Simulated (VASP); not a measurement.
Set up this calculation in VASP 6.6.1, as the native input.

| Item | Value |
| --- | --- |
| Task | single point |
| Functional | r2SCAN |
| Potentials or basis | VASP PAW PBE potentials, release 64 (Al, N) |
| Cutoff | 520 eV |
| k mesh | 10 × 10 × 10 |
| Occupations | gaussian, width 0.01 eV |
| Spin | no spin polarisation |
| Dipole correction | no |
| Further INCAR settings | ALGO = Normal; EDIFF = 1e-06; NBANDS = 11 |

The system is AlN.

```
Al N
1.0
     2.20675    2.20675    0.00000
    -2.20675    2.20675    0.00000
     0.00000    2.20675    2.17179
Al N
1 1
Direct
  0.00000 0.00000 0.00000
  0.25000 0.75000 0.50000
```

This cell differs from its parent crystal: in-plane strain +0.01.

One way to write it, as run:

POSCAR

```
AlN
1.0
    2.2067488468      2.2067488468      0.0000000000
   -2.2067488468      2.2067488468      0.0000000000
    0.0000000000      2.2067488468      2.1717904492
Al N
1 1
Direct
    0.0000000000      0.0000000000      0.0000000000
    0.2500000000      0.7500000000      0.5000000000
```

INCAR.step1

```
SYSTEM = AlN
PREC = Accurate
ENCUT = 520
ISMEAR = 0
SIGMA = 0.01
LREAL = .False.
LASPH = .True.
NELM = 60
NBANDS = 11
GGA = PE
ALGO = Normal
EDIFF = 1E-4
LWAVE = .True.
LCHARG = .False.
```

INCAR.step2

```
SYSTEM = AlN
PREC = Accurate
ENCUT = 520
EDIFF = 1E-6
ISMEAR = 0
SIGMA = 0.01
LREAL = .False.
LASPH = .True.
NELM = 60
ALGO = Normal
ISIF = 2
LWAVE = .False.
LCHARG = .False.
METAGGA = R2SCAN
LMIXTAU = .True.
NBANDS = 11
ISTART = 1
```

KPOINTS

```
regular mesh
0
Gamma
  10 10 10
  0 0 0
```

Potentials or basis: VASP PAW PBE potentials, release 64 (Al, N).

Launch:

```bash
$ cat potpaw_PBE.64/Al/POTCAR potpaw_PBE.64/N/POTCAR > POTCAR
$ cp INCAR.step1 INCAR
$ mpirun -np 1 vasp_std > vasp.out
$ cp INCAR.step2 INCAR
$ mpirun -np 1 vasp_std > vasp.out
```

It gave:

| Quantity | Value |
| --- | --- |
| Pressure | -3.3 GPa |
| Band gap on the k mesh | 3.83 eV (least direct gap 4.71 eV) |

Caveat: the cell differs from its parent crystal (in-plane strain +0.01); the cell stands under tension; the PAW data sets were made with another functional, which shifts forces and pressure a little.

Wall time 83 s on 1 thread of Intel Xeon 8259CL (shared host), peak memory 0.15 GiB.
